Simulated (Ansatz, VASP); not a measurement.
One calculation of Zn2S, two programs

```
Zn S
1.0
     4.20413    0.00000    0.00000
    -2.10206    3.64088    0.00000
     0.00000    0.00000    3.57279
Zn S
2 1
Cartesian
  0.0000 2.4273 1.7864
  2.1021 1.2136 1.7864
  0.0000 0.0000 0.0000
```

Alike in both runs: functional PBE; k mesh 12 × 12 × 14; occupations gaussian, width 0.1 eV; no spin polarisation.

Ansatz relaxed the structure, and its values are those at the end. VASP's run is a single point on that final structure, the one shown.

|  | VASP | Ansatz |
| --- | --- | --- |
| version | VASP 6.6.1 | Ansatz 0.2.0 |
| potentials or method | VASP PAW PBE potentials, release 64 (Zn, S), cutoff 520 eV | scalar-relativistic, plane waves, PAW |
| valence electrons in the cell | 30 | 30 |

|  | VASP | Ansatz | Ansatz less VASP |
| --- | --- | --- | --- |
| gap on the k mesh at the Fermi level (eV) | none | none | - |
| pressure (GPa) | 0.3 | 0.0 | -0.31 |

A gap of «none» marks a metal or a gap that the smearing closes. With one functional, cell and mesh, what is left measures potentials, basis and numerics.
